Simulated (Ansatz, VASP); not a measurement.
**One calculation of Sn2PdSe5, two programs**

```
Sn Pd Se
1.0
     0.00000    4.83030    4.83030
     4.83030    0.00000    4.83030
     4.83030    4.83030    0.00000
Sn Pd Se
2 1 5
Direct
  0.50000 0.50000 0.50000
  0.00000 0.00000 0.00000
  0.25000 0.25000 0.25000
  0.61679 0.61679 0.61679
  0.61679 0.61679 0.14962
  0.61679 0.14962 0.61679
  0.14962 0.61679 0.61679
  0.75000 0.75000 0.75000
```

Alike in both runs: task relaxation of cell and atoms; functional PBE; k mesh 2 × 2 × 2; occupations gaussian, width 0.15 eV; no spin polarisation.

|  | VASP | Ansatz |
| --- | --- | --- |
| version | VASP 6.6.1 | Ansatz 0.2.0 |
| potentials or method | VASP PAW PBE potentials, release 64 (Sn_d, Pd, Se), cutoff 500 eV | scalar-relativistic, plane waves, PAW |
| valence electrons in the cell | 68 | 126 |

```tsv
	VASP	Ansatz	Ansatz less VASP
gap on the k mesh at the Fermi level, each at its own relaxed structure (eV)	none	none	-
relaxed volume (Å³/atom)	48.52	47.72	-0.802
relaxed cell length with the largest relative difference (Å)	8.188	8.143	-0.0453
```

A gap of «none» marks a metal or a gap that the smearing closes. VASP's potentials hold 68 valence electrons a cell and Ansatz's 126, so a difference there can come from the potentials and not from the codes.

The k mesh is coarse, so the values compare programs but aren't converged. Noted on VASP's run: the volume moved by over 15 % at a fixed basis, so the end points are rough.
